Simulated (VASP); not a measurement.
The system is NbAg3.

```xyz
4
Lattice="0.0000 4.1178 0.0000 4.1178 0.0000 0.0000 2.0589 2.0589 -4.1811" Properties=species:S:1:pos:R:3 pbc="T T T"
Ag    2.0589    4.1178   -2.0905
Ag    4.1178    2.0589   -2.0905
Ag    2.0589    2.0589    0.0000
Nb    0.0000    0.0000    0.0000
```

| Item | Value |
| --- | --- |
| Program | VASP 6.6.1 |
| Task | relaxation of cell and atoms |
| Functional | r2SCAN |
| Potentials or basis | VASP PAW PBE potentials, release 64 (Ag, Nb_sv) |
| Cutoff | 600 eV |
| k mesh | 5 × 5 × 5 |
| Occupations | fermi-dirac, width 0.1 eV |
| Spin | no spin polarisation |
| Hubbard terms | Nb d U = 6.0 eV |

At the start: pressure 0.9 GPa; volume 17.72 Å³/atom.

Task: Where does the relaxation end?

Result: Over 7 steps the energy falls by 8.5 meV/atom and the volume is 17.71 Å³/atom (-0.1 %); space group I4/mmm (No. 139, to 0.1 Å) before and after.

The path:
```
step  energy change (eV)  largest force (eV/Å)  pressure (GPa)  volume (Å³)
   1              0.0000                0.0000            0.88        70.90
   2             -0.0151                0.0000           -1.06        71.89
   3             -0.0158                0.0000           -1.59        72.16
   4             -0.0269                0.0000           -0.92        71.60
   5             -0.0337                0.0000            0.04        70.84
   6             -0.0339                0.0000            0.28        70.68
   7             -0.0342                0.0000           -0.03        70.82
```

Final structure:
```xyz
4
Lattice="0.0000 4.2146 0.0000 4.2146 0.0000 0.0000 2.1073 2.1073 -3.9872" Properties=species:S:1:pos:R:3 pbc="T T T"
Ag    2.1073    4.2146   -1.9936
Ag    4.2146    2.1073   -1.9936
Ag    2.1073    2.1073    0.0000
Nb    0.0000    0.0000    0.0000
```

Caveat: the PAW data sets were made with another functional, which shifts forces and pressure a little; U without spin polarisation on a metal has little footing; the U is typed as a test and isn't derived for this compound.
